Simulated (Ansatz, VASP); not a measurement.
**Hf in VASP and in Ansatz**

```
CELL_PARAMETERS angstrom
3.10080 0.00000 0.00000
-1.55040 2.68537 0.00000
0.00000 0.00000 4.90607
ATOMIC_POSITIONS crystal
Hf 0.33333 0.66667 0.25000
Hf 0.66667 0.33333 0.75000
```

Change from the starting cell: strain -0.030 along x and y, -0.030 along z, atoms carried along.

Alike in both runs: task single point; functional PBEsol; k mesh 18 × 18 × 10; occupations gaussian, width 0.15 eV; no spin polarisation.

|  | VASP | Ansatz |
| --- | --- | --- |
| version | VASP 6.6.1 | Ansatz 0.2.0 |
| potentials or method | VASP PAW PBE potentials, release 64 (Hf_pv), cutoff 520 eV | scalar-relativistic, plane waves, PAW |
| valence electrons in the cell | 20 | 52 |

Ansatz gave:

```
gap on the k mesh at the Fermi level (eV)                     : none
pressure (GPa)                                                : 7.0
traceless stress, the component that is largest in VASP (GPa) : 0.35
```

Q: What did VASP give for the same quantities?

A: gap on the k mesh at the Fermi level (eV): none; pressure (GPa): 6.7; traceless stress, the component that is largest in VASP (GPa): 0.26.

VASP's potentials were made for PBE, not for PBEsol. A gap of «none» marks a metal or a gap that the smearing closes. VASP's potentials hold 20 valence electrons a cell and Ansatz's 52, so a difference there can come from the potentials and not from the codes.

Spin-orbit coupling is off throughout.
